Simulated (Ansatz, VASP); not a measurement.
## Si7Ge: VASP beside Ansatz

File INCAR:

```
SYSTEM = Si7Ge
PREC = Accurate ; ENCUT = 520
EDIFF = 1E-6 ; ISMEAR = 0
SIGMA = 0.03 ; LREAL = .False.
LASPH = .True. ; NELM = 60
ALGO = Normal ; ISIF = 2
LWAVE = .False. ; LCHARG = .True.
GGA = PS ; LELF = .True.
LVHAR = .True. ; NBANDS = 31
```

File KPOINTS:

```
Automatic mesh
0
Gamma
  6 6 6
  0 0 0
```

POSCAR

```
Si7Ge
1.0
    5.1862179695      0.0000000000      0.0000000000
    0.0000000000      5.1862179695      0.0000000000
    0.0000000000      0.0000000000      5.1862179695
Si Ge
7 1
Direct
    0.2525976818      0.2525976818      0.2525976818
    0.0000000000      0.5000000000      0.5000000000
    0.5000000000      0.5000000000      0.0000000000
    0.5000000000      0.0000000000      0.5000000000
    0.7474023182      0.2525976818      0.7474023182
    0.7474023182      0.7474023182      0.2525976818
    0.2525976818      0.7474023182      0.7474023182
    0.0000000000      0.0000000000      0.0000000000
```

Input for Ansatz:

```yaml
crystal:
  lattice:
    - [5.1862179695, 0.0, 0.0]
    - [0.0, 5.1862179695, 0.0]
    - [0.0, 0.0, 5.1862179695]
  atoms:
    - { symbol: Si, position: [0.2525976818, 0.2525976818, 0.2525976818] }
    - { symbol: Si, position: [0.0, 0.5, 0.5] }
    - { symbol: Si, position: [0.5, 0.5, 0.0] }
    - { symbol: Si, position: [0.5, 0.0, 0.5] }
    - { symbol: Si, position: [0.7474023182, 0.2525976818, 0.7474023182] }
    - { symbol: Si, position: [0.7474023182, 0.7474023182, 0.2525976818] }
    - { symbol: Si, position: [0.2525976818, 0.7474023182, 0.7474023182] }
    - { symbol: Ge, position: [0.0, 0.0, 0.0] }
basis:
  ecutwfc: 420
kpoints:
  mp_grid: { grid: [6, 6, 6] }
hamiltonian:
  xc: pbesol
scf:
  occupations: { method: gaussian, width: 0.03 }
output:
  forces: true
  stress: true
  eigenvalues: true
  write_density: true
  write_potential: true
  elf: true
  volumetric_format: npy
```

Change from the starting cell: strain -0.050 along x and y, -0.050 along z, atoms carried along.

Alike in both runs: task single point; functional PBEsol; k mesh 6 × 6 × 6; occupations gaussian, width 0.03 eV; no spin polarisation.

|  | VASP | Ansatz |
| --- | --- | --- |
| version | VASP 6.6.1 | Ansatz 0.2.0 |
| potentials or method | VASP PAW PBE potentials, release 64 (Si, Ge_d), cutoff 520 eV | scalar-relativistic, plane waves, PAW |
| valence electrons in the cell | 42 | 42 |

```csv
,VASP,Ansatz,Ansatz less VASP
gap on the k mesh at the Fermi level (eV),none,none,-
pressure (GPa),19.4,19.3,-0.12
rms of the force components (eV/Å),0.005,0.001,-0.0038
```

VASP's potentials were made for PBE, not for PBEsol. Atom by atom the forces differ by 0.006 eV/Å (rms over components). A gap of «none» marks a metal or a gap that the smearing closes. With one functional, cell and mesh, what is left measures potentials, basis and numerics.
